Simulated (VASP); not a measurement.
Write the native input for VASP 6.6.1 that does the following.

| Property | Result |
| --- | --- |
| Task | single point |
| Functional | PBE |
| Potentials or basis | VASP PAW PBE potentials, release 64 (Ti_sv, O) |
| Cutoff | 520 eV |
| k mesh | 8 × 8 × 1 |
| Occupations | gaussian, width 0.1 eV |
| Spin | no spin polarisation |
| Dipole correction | yes |
| Further INCAR settings | ALGO = Normal; EDIFF = 1e-06; NBANDS = 35 |

The structure of Ti4O lies in POSCAR:

```
Ti4O
1.0
    3.2553359278      0.0000000000      0.0000000000
    0.0000000000      3.2553359278      0.0000000000
    0.0000000000      0.0000000000     20.1793674396
Ti O
4 1
Direct
    0.5000000000      0.5000000000      0.1982222690
    0.0000000000      0.0000000000      0.2788822782
    0.5000000000      0.5000000000      0.3551865237
    0.0000000000      0.0000000000      0.4301109767
    0.1250000000      0.3750000000      0.4824012000
```

These files were run (other wordings do the same):

INCAR

```
  ALGO = Normal
  DIPOL = 0.5 0.5 0.349
  EDIFF = 1E-6
  ENCUT = 520
  GGA = PE
  IDIPOL = 3
  ISIF = 2
  ISMEAR = 0
  LASPH = True
  LCHARG = True
  LDIPOL = True
  LELF = True
  LREAL = False
  LVACPOTAV = True
  LVHAR = True
  LWAVE = False
  NBANDS = 35
  NELM = 60
  PREC = Accurate
  SIGMA = 0.1
```

KPOINTS

```
k-points
0
Gamma
  8 8 1
```

Potentials or basis: VASP PAW PBE potentials, release 64 (Ti_sv, O).

Run with:

```sh
$ cat potpaw_PBE.64/Ti_sv/POTCAR potpaw_PBE.64/O/POTCAR > POTCAR
$ mpirun -np 1 vasp_std > vasp.out
```

It gave:

```yaml
Largest_force: 3.535 eV/Å
Band_gap_on_the_k_mesh: zero (bands 27 and 28 overlap by 0.59 eV)
```

It took 7.7 min on 1 thread of Intel Xeon 8259CL (shared host), peak memory 0.37 GiB.
